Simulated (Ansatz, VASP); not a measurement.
# Two plane-wave programs on SrB2Pt

```
CELL_PARAMETERS angstrom
4.19709 0.00000 0.00000
0.00000 4.19709 0.00000
0.00000 0.00000 3.66811
ATOMIC_POSITIONS crystal
Sr 0.00000 0.00000 0.50000
B 0.00000 0.50000 0.00000
B 0.50000 0.00000 0.00000
Pt 0.50000 0.50000 0.50000
```

Alike in both runs: functional PBE; k mesh 10 × 10 × 14; occupations gaussian, width 0.1 eV; no spin polarisation.

Ansatz relaxed the structure, and its values are those at the end. VASP's run is a single point on that final structure, the one shown.

```csv
,VASP,Ansatz
version,VASP 6.6.1,Ansatz 0.2.0
potentials or method,"VASP PAW PBE potentials, release 64 (Sr_sv, B, Pt), cutoff 520 eV","scalar-relativistic, plane waves, PAW"
valence electrons in the cell,26,34
```

VASP gave:

| Item | Value |
| --- | --- |
| gap on the k mesh at the Fermi level (eV) | none |
| pressure (GPa) | 0.3 |

Task: Estimate Ansatz's values.

Result: gap on the k mesh at the Fermi level (eV): none; pressure (GPa): 0.0.

A gap of «none» marks a metal or a gap that the smearing closes. VASP's potentials hold 26 valence electrons a cell and Ansatz's 34, so a difference there can come from the potentials and not from the codes.

Spin-orbit coupling is off throughout.
